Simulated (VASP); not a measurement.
# Mg (P6_3/mmc) in VASP: notebook

Mg is run at these levels: PBEsol; tasks: relaxation of cell and atoms.

Program: VASP 6.6.1. These are calculated values, not measurements. Logs are shortened: lines on timing, memory, paths and dates and some standing lists are left out, and cuts for length are marked.

## (1) The cell of the first run

It takes space group P6_3/mmc (No. 194, hexagonal). Conventional cell: a = 2.683 Å, b = 2.683 Å, c = 4.361 Å, α = 90.00°, β = 90.00°, γ = 120.00°. Mg (site symmetry -6m2) has 12 Mg at 2.67 to 2.68 Å within 3.5 Å.

## (2) Relaxation of cell and atoms, PBEsol, target pressure 50 GPa, at which the enthalpy is minimised

File INCAR:

```
SYSTEM = Mg
PREC = Accurate
ENCUT = 600
EDIFF = 1E-6
ISMEAR = 0
SIGMA = 0.1
LREAL = .False.
LASPH = .True.
NELM = 80
ALGO = Fast
ISIF = 3
LWAVE = .False.
LCHARG = .False.
GGA = PS
IBRION = 2
NSW = 70
EDIFFG = -0.004
PSTRESS = 500.0
```

File KPOINTS:

```
Automatic mesh
0
Gamma
  27 27 14
  0 0 0
```

File POSCAR:

```
Mg
1.0
    2.6833192965      0.0000000000      0.0000000000
   -1.3416596482      2.3238226772      0.0000000000
    0.0000000000      0.0000000000      4.3606730968
Mg
2
Direct
    0.3333333333      0.6666666667      0.2500000000
    0.6666666667      0.3333333333      0.7500000000
```

Potentials or basis: VASP PAW PBE potentials, release 64 (Mg).

The run is started by

```sh
$ cat potpaw_PBE.64/Mg/POTCAR > POTCAR
$ mpirun -np 1 vasp_std > vasp.out
```

OUTCAR:

```text
SYSTEM = Mg
   PREC = Accurate
   ENCUT = 600
   EDIFF = 1E-6
   ISMEAR = 0
   LREAL = .False.
   LASPH = .True.
   NELM = 80
   ISIF = 3
   GGA = PS
   IBRION = 2
   NSW = 70
   EDIFFG = -0.004
   PSTRESS = 500.0

 ion  position               nearest neighbor table
   1  0.333  0.667  0.250-   2 2.67   2 2.67   2 2.67   2 2.67   2 2.67   2 2.67
   2  0.667  0.333  0.750-   1 2.67   1 2.67   1 2.67   1 2.67   1 2.67   1 2.67

  LATTYP: Found a hexagonal cell.
 ALAT       =     2.6833192965
 C/A-ratio  =     1.6251040651

  Lattice vectors:

 A1 = (   2.6833192965,   0.0000000000,   0.0000000000)
 A2 = (  -1.3416596482,   2.3238226772,   0.0000000000)
 A3 = (   0.0000000000,   0.0000000000,   4.3606730968)

Analysis of symmetry for initial positions (statically):
=====================================================================
 Subroutine PRICEL returns:
 Original cell was already a primitive cell.

 Routine SETGRP: Setting up the symmetry group for a
 hexagonal supercell.

 Subroutine GETGRP returns: Found 24 space group operations
 (whereof 12 operations were pure point group operations)
 out of a pool of 24 trial point group operations.

The static configuration has the point symmetry D_3d.
 The point group associated with its full space group is D_6h.

Analysis of symmetry for dynamics (positions and initial velocities):
=====================================================================
 Subroutine PRICEL returns:
 Original cell was already a primitive cell.

 Routine SETGRP: Setting up the symmetry group for a
 hexagonal supercell.

 Subroutine GETGRP returns: Found 24 space group operations
 (whereof 12 operations were pure point group operations)
 out of a pool of 24 trial point group operations.

The dynamic configuration has the point symmetry D_3d.
 The point group associated with its full space group is D_6h.

 Subroutine INISYM returns: Found 24 space group operations
 (whereof 12 operations are pure point group operations),
 and found     1 'primitive' translations

----------------------------------------------------------------------------------------

                                     Primitive cell

  volume of cell :      27.1912

  direct lattice vectors                    reciprocal lattice vectors
     2.683319297  0.000000000  0.000000000     0.372672757  0.215162717  0.000000000
    -1.341659648  2.323822677  0.000000000     0.000000000  0.430325433  0.000000000
     0.000000000  0.000000000  4.360673097     0.000000000  0.000000000  0.229322395

  length of vectors
     2.683319297  2.683319296  4.360673097     0.430325433  0.430325433  0.229322395

  position of ions in fractional coordinates (direct lattice)
     0.333333333  0.666666667  0.250000000
     0.666666667  0.333333333  0.750000000

  ion indices of the primitive-cell ions
   primitive index   ion index
                 1           1
                 2           2

----------------------------------------------------------------------------------------

 KPOINTS: Automatic mesh

Automatic generation of k-mesh.
 Grid dimensions read from file:
 generate k-points for:   27   27   14

 Generating k-lattice:

  Cartesian coordinates                     Fractional coordinates (reciprocal lattice)
     0.013802695  0.007968990  0.000000000     0.037037037 -0.000000000  0.000000000
     0.000000000  0.015937979  0.000000000     0.000000000  0.037037037  0.000000000
     0.000000000  0.000000000  0.016380171     0.000000000  0.000000000  0.071428571

  Length of vectors
     0.015937979  0.015937979  0.016380171

  Shift w.r.t. Gamma in fractional coordinates (k-lattice)
     0.000000000  0.000000000  0.000000000

 Subroutine IBZKPT returns following result:
 ===========================================

 Found    600 irreducible k-points:

 Following reciprocal coordinates:
            Coordinates               Weight
  0.000000  0.000000  0.000000      1.000000
  0.037037  0.000000  0.000000      6.000000
  0.074074  0.000000  0.000000      6.000000
  0.111111  0.000000  0.000000      6.000000
  0.148148  0.000000  0.000000      6.000000
  0.185185  0.000000  0.000000      6.000000
[... 16 lines left out ...]
  0.333333  0.037037  0.000000     12.000000
  0.370370  0.037037  0.000000     12.000000
 [... further k-points ...]
   k-points           NKPTS =    600   k-points in BZ     NKDIM =    600   number of bands    NBANDS=      6
   number of dos      NEDOS =    301   number of ions     NIONS =      2
   total plane-waves  NPLWV =  20736
   dimension x,y,z NGX =    24 NGY =   24 NGZ =   36
   dimension x,y,z NGXF=    48 NGYF=   48 NGZF=   72
   ions per type =               2
   NGX,Y,Z   is equivalent  to a cutoff of  14.87, 14.87, 13.72 a.u.
   NGXF,Y,Z  is equivalent  to a cutoff of  29.74, 29.74, 27.45 a.u.
 SYSTEM =  Mg
   PREC   = accura    normal or accurate (medium, high low for compatibility)
   ISTART =      0    job   : 0-new  1-cont  2-samecut
   ICHARG =      2    charge: 1-file 2-atom 10-const
   ISPIN  =      1    spin polarized calculation?
   LNONCOLLINEAR =      F non collinear calculations
   LSORBIT =      F    spin-orbit coupling
   LASPH  =      T    aspherical Exc in radial PAW
   ENCUT  =  600.0 eV  44.10 Ry    6.64 a.u.   5.36  5.36  8.71*2*pi/ulx,y,z
   NELM   =     80;   NELMIN=  2; NELMDL= -5     # of ELM steps
   EDIFF  = 0.1E-05   stopping-criterion for ELM
   LREAL  =      F    real-space projection
   EDIFFG = -.4E-02   stopping-criterion for IOM
   NSW    =     70    number of steps for IOM
   IBRION =      2    ionic relax: 0-MD 1-quasi-New 2-CG
   NFREE  =      1    steps in history (QN), initial steepest desc. (CG)
   ISIF   =      3    stress and relaxation
   ISYM   =      2    0-nonsym 1-usesym 2-fastsym
   POTIM  = 0.5000    time-step for ionic-motion
   TEBEG  =    0.0;   TEEND  =   0.0 temperature during run
   PSTRESS=  500.0 pullay stress
   NELECT =       4.0000    total number of electrons
   NUPDOWN=      -1.0000    fix difference up-down
   EMIN   =  10.00;   EMAX   =-10.00  energy-range for DOS
   EFERMI =   0.00;   METHOD = LEGACY
   ISMEAR =     0;   SIGMA  =   0.10  broadening in eV -4-tet -1-fermi 0-gaus
   EFERMI_NEDOS =   21; number of points for ismear=-14 and -15
   IALGO  =     68    algorithm
   IMIX   =      4    mixing-type and parameters
     AMIX     =   0.40;   BMIX     =  1.00
     AMIX_MAG =   1.60;   BMIX_MAG =  1.00
  volume/ion in A,a.u.               =      13.60        91.75
  Fermi-wavevector in a.u.,A,eV,Ry     =   0.864209  1.633117 10.161598  0.746856
  Thomas-Fermi vector in A             =   1.982272
   LORBIT       =      0    0 simple, 1 ext, 2 COOP (PROOUT), +10 PAW based schemes
   GGA     = PS    functional components
   LHFCALC =     F    Hartree Fock is set to
   AEXX    =    0.0000 exact exchange contribution
   IVDW    =     0    specifies the selected vdW correction
   LEPSILON=     F    determine dielectric tensor
   LRPA    =     F    only Hartree local field effects (RPA)
 conjugate gradient relaxation of ions
 non-spin polarized calculation
 RMM-DIIS sequential band-by-band and
 Gauss-broadening in eV      SIGMA  =   0.10
  energy-cutoff  :      600.00
  volume of cell :       27.19
 maximum number of plane-waves:       930
 NGX is ok and might be reduce to    24
   NGX = 11   NGY = 11   NGZ = 17

--------------------------------------- Ionic step        1  -------------------------------------------

 number of electron       4.0000000 magnetization

 Free energy of the ion-electron system (eV)
  ---------------------------------------------------
  ext. energy  EPLUGINS =         0.00000000
  ---------------------------------------------------
  free energy    TOTEN  =        -1.57532370 eV

  energy without entropy =       -1.57253601  energy(sigma->0) =       -1.57392985

------------------------ aborting loop because EDIFF is reached ----------------------------------------

  FORCE on cell =-STRESS in cart. coord.  units (eV):
  Direction    XX          YY          ZZ          XY          YZ          ZX
  --------------------------------------------------------------------------------------
  -------------------------------------------------------------------------------------
  Total        8.6655655      8.6655655      8.6639865      0.0000000     -0.0000000      0.0000000
  in kB      510.5974284    510.5974283    510.5043854      0.0000000     -0.0000000      0.0000000
  external PRESSURE =      10.5664140 kB  Pullay stress =     500.0000000 kB
[... 61 lines left out ...]
  enthalpy is  TOTEN    =         6.9108970648 eV   P V=        8.5963066596

--------------------------------------- Ionic step        3  -------------------------------------------

 number of electron       4.0000000 magnetization

 Free energy of the ion-electron system (eV)
  ---------------------------------------------------
  ext. energy  EPLUGINS =         0.00000000
  ---------------------------------------------------
  free energy    TOTEN  =        -1.62085956 eV

  energy without entropy =       -1.61806147  energy(sigma->0) =       -1.61946051

 E-fermi :   5.9684     XC(G=0): -10.3407

 val. band max:        5.9492699348   @ k =   0.2963   0.2963   0.0714
 cond. band min:       5.9757484588   @ k =   0.4074   0.1481   0.4286
 fundamental gap:      0.0264785240
 Fermi energy:         5.9683541835

 k-point     1 :       0.0000    0.0000    0.0000
  band No.  band energies     occupation
      1      -3.5054      2.00000
      2       3.4067      2.00000
      3       4.7063      2.00000
      4      20.1873      0.00000
      5      20.1873      0.00000
      6      21.1231      0.00000

 k-point     2 :       0.0370    0.0000    0.0000
  band No.  band energies     occupation
      1      -3.4669      2.00000
      2       3.4383      2.00000
      3       4.7419      2.00000
      4      19.2785      0.00000
      5      19.9321      0.00000
      6      21.0904      0.00000
[... 190 lines left out ...]
 k-point    24 :       0.3704    0.0370    0.0000
  band No.  band energies     occupation
      1       0.6071      2.00000
      2       5.9261      1.44982
      3       6.9680      0.00000
      4       9.1219      0.00000
      5      12.3520      0.00000
      6      12.9801      0.00000

 [... further k-points ...]

------------------------ aborting loop because EDIFF is reached ----------------------------------------

  FORCE on cell =-STRESS in cart. coord.  units (eV):
  Direction    XX          YY          ZZ          XY          YZ          ZX
  --------------------------------------------------------------------------------------
  -------------------------------------------------------------------------------------
  Total        8.5319769      8.5319769      8.5307207      0.0000000      0.0000000      0.0000000
  in kB      500.0704426    500.0704425    499.9968112      0.0000000      0.0000000      0.0000000
  external PRESSURE =       0.0458988 kB  Pullay stress =     500.0000000 kB
[... 17 lines left out ...]
  FREE ENERGIE OF THE ION-ELECTRON SYSTEM (eV)
  ---------------------------------------------------
  free  energy   TOTEN  =        -1.6208595586 eV

  energy  without entropy=       -1.6180614666  energy(sigma->0) =       -1.61946051

  enthalpy is  TOTEN    =         6.9099155244 eV   P V=        8.5307750829

 reached required accuracy - stopping structural energy minimisation
```

It took 1.8 min on 1 thread of AMD EPYC 7R13 (Zen 3), shared host; peak memory 0.24 GiB.

Results:

```
Free energy                                                : -1.6209 eV
Relaxed volume                                             : 13.67 Å³/atom
Relaxed cell                                               : a = 2.688 Å, b = 2.688 Å, c = 4.368 Å, α = 90.00°, β = 90.00°, γ = 120.00°
Space group after relaxing (to 0.1 Å)                      : P6_3/mmc (No. 194)
Energy change on relaxing (the run minimises the enthalpy) : -22.8 meV/atom
Ionic steps                                                : 3
Pressure after relaxing                                    : 50.0 GPa
Band gap on the k mesh                                     : zero (bands 2 and 3 overlap by 2.38 eV)
```

The path:
```
step  energy change (eV)  largest force (eV/Å)  pressure (GPa)  volume (Å³)
   1              0.0000                0.0000           51.06        27.19
   2             -0.1101                0.0000           48.52        27.55
   3             -0.0455                0.0000           50.00        27.34
```

Final structure:
```cif
data_structure
_symmetry_space_group_name_H-M 'P 1'
_symmetry_Int_Tables_number 1
_cell_length_a 2.6881
_cell_length_b 2.6881
_cell_length_c 4.3683
_cell_angle_alpha 90.000
_cell_angle_beta 90.000
_cell_angle_gamma 120.000
_cell_volume 27.34
loop_
_atom_site_label
_atom_site_type_symbol
_atom_site_fract_x
_atom_site_fract_y
_atom_site_fract_z
_atom_site_occupancy
Mg1 Mg 0.33333 0.66667 0.25000 1
Mg2 Mg 0.66667 0.33333 0.75000 1
```

Caveat: the cell is relaxed towards a set pressure, so the run minimises the enthalpy, not the energy; the PAW data sets were made with another functional, which shifts forces and pressure a little.

## (3) Relaxation of cell and atoms, PBEsol, target pressure 30 GPa, at which the enthalpy is minimised

File INCAR:

```
PREC     = Accurate       # precision mode
ENCUT    = 600            # plane-wave cutoff, eV
EDIFF    = 1E-6           # SCF threshold, eV
ISMEAR   = 0              # smearing method
SIGMA    = 0.1            # smearing width, eV
LREAL    = False          # projectors in reciprocal space
LASPH    = True           # aspherical terms in the spheres
NELM     = 80             # most SCF steps
ALGO     = Fast           # electronic algorithm
ISIF     = 3              # what is computed and relaxed
LWAVE    = False          # write WAVECAR
LCHARG   = False          # write CHGCAR
GGA      = PS             # functional
IBRION   = 2              # ionic algorithm
NSW      = 70             # ionic steps
EDIFFG   = -0.004         # ionic threshold
PSTRESS  = 300.0
```

File KPOINTS:

```
Automatic mesh
0
Gamma
  27 27 14
```

POSCAR is that of step 2.

Potentials or basis: VASP PAW PBE potentials, release 64 (Mg).

The run is started by

```sh
$ cat potpaw_PBE.64/Mg/POTCAR > POTCAR
$ mpirun -np 1 vasp_std > vasp.out
```

Run time: 2.6 min. Hardware: 1 thread of AMD EPYC 7R13 (Zen 3), shared host; peak memory 0.25 GiB.

Results (log left out):

| Quantity | Value |
| --- | --- |
| Free energy | -2.4773 eV |
| Relaxed volume | 15.42 Å³/atom |
| Relaxed cell | a = 2.798 Å, b = 2.798 Å, c = 4.547 Å, α = 90.00°, β = 90.00°, γ = 120.00° |
| Space group after relaxing (to 0.1 Å) | P6_3/mmc (No. 194) |
| Energy change on relaxing (the run minimises the enthalpy) | -451.0 meV/atom |
| Ionic steps | 5 |
| Pressure after relaxing | 30.0 GPa |
| Band gap on the k mesh | zero (bands 2 and 3 overlap by 2.33 eV) |

Step by step:
| step | energy change (eV) | largest force (eV/Å) | pressure (GPa) | volume (Å³) |
| --- | --- | --- | --- | --- |
| 1 | 0.0000 | 0.0000 | 51.06 | 27.19 |
| 2 | -1.4639 | 0.0000 | 16.01 | 34.85 |
| 3 | -0.9164 | 0.0000 | 29.69 | 30.91 |
| 4 | -0.9020 | 0.0000 | 30.04 | 30.83 |
| 5 | -0.9020 | 0.0000 | 30.04 | 30.83 |

Final structure:
```yaml
crystal:
  lattice:
    - [2.79828, 0.00000, 0.00000]
    - [-1.39914, 2.42338, 0.00000]
    - [0.00000, 0.00000, 4.54690]
  atoms:
    - { symbol: Mg, position: [0.33333, 0.66667, 0.25000] }
    - { symbol: Mg, position: [0.66667, 0.33333, 0.75000] }
```

Levels at points of the mesh, in eV from the Fermi level:
```
           k point  band 1  band 2  band 3  band 4  band 5
(0.00, 0.00, 0.00)   -8.84   -2.37   -1.26   13.40   13.40
(0.00, 0.00, 0.50)   -7.03   -7.03    6.29    6.29   14.19
```

Caveat: the cell is relaxed towards a set pressure, so the run minimises the enthalpy, not the energy; the PAW data sets were made with another functional, which shifts forces and pressure a little.

## (4) Relaxation of cell and atoms, PBEsol, target pressure 75 GPa, at which the enthalpy is minimised

File INCAR:

```
ALGO = Fast
EDIFF = 1E-6
EDIFFG = -0.004
ENCUT = 600
GGA = PS
IBRION = 2
ISIF = 3
ISMEAR = 0
LASPH = T
LCHARG = F
LREAL = F
LWAVE = F
NELM = 100
NSW = 70
PREC = Accurate
PSTRESS = 750.0
SIGMA = 0.1
```

File KPOINTS:

```
k-points
0
Gamma
  27 27 14
```

POSCAR is that of step 3.

The run is started by

```sh
$ cat potpaw_PBE.64/Mg/POTCAR > POTCAR
$ mpirun -np 1 vasp_std > vasp.out
```

Run time: 3.3 min. Hardware: 1 thread of AMD EPYC 7R13 (Zen 3), shared host; peak memory 0.25 GiB.

It converged, with:

```yaml
Free_energy: -0.5424 eV
Relaxed_volume: 12.27 Å³/atom
Relaxed_cell: a = 2.593 Å, b = 2.593 Å, c = 4.214 Å, α = 90.00°, β = 90.00°, γ = 120.00°
Space_group_after_relaxing_to_0.1_Å: P6_3/mmc (No. 194)
Energy_change_on_relaxing_the_run_minimises_the_enthalpy: +516.5 meV/atom
Ionic_steps: 7
Pressure_after_relaxing: 75.0 GPa
Band_gap_on_the_k_mesh: zero (bands 2 and 3 overlap by 2.45 eV)
```

The path:
```
step  energy change (eV)  largest force (eV/Å)  pressure (GPa)  volume (Å³)
   1              0.0000                0.0000           51.06        27.19
   2              4.1053                0.0000          149.55        19.95
   3              0.9538                0.0000           73.15        24.70
   4              1.0238                0.0000           74.78        24.55
   5              1.0477                0.0000           75.34        24.50
   6              1.0099                0.0000           74.46        24.58
   7              1.0329                0.0000           75.00        24.53
```

Final structure:
```yaml
crystal:
  lattice:
    - [2.59276, 0.00000, 0.00000]
    - [-1.29638, 2.24539, 0.00000]
    - [0.00000, 0.00000, 4.21384]
  atoms:
    - { symbol: Mg, position: [0.33333, 0.66667, 0.25000] }
    - { symbol: Mg, position: [0.66667, 0.33333, 0.75000] }
```

Levels at points of the mesh, in eV from the Fermi level:
```
           k point  band 1  band 2  band 3  band 4  band 5
(0.00, 0.00, 0.00)  -10.07   -2.72   -1.27   14.98   14.98
(0.00, 0.00, 0.50)   -7.97   -7.97    7.10    7.10   15.80
```

Caveat: the cell is relaxed towards a set pressure, so the run minimises the enthalpy, not the energy; the PAW data sets were made with another functional, which shifts forces and pressure a little.

(Part 1 of 2 ends here.)

The gap in the log of VASP goes by the Fermi energy; the results here count the filled bands.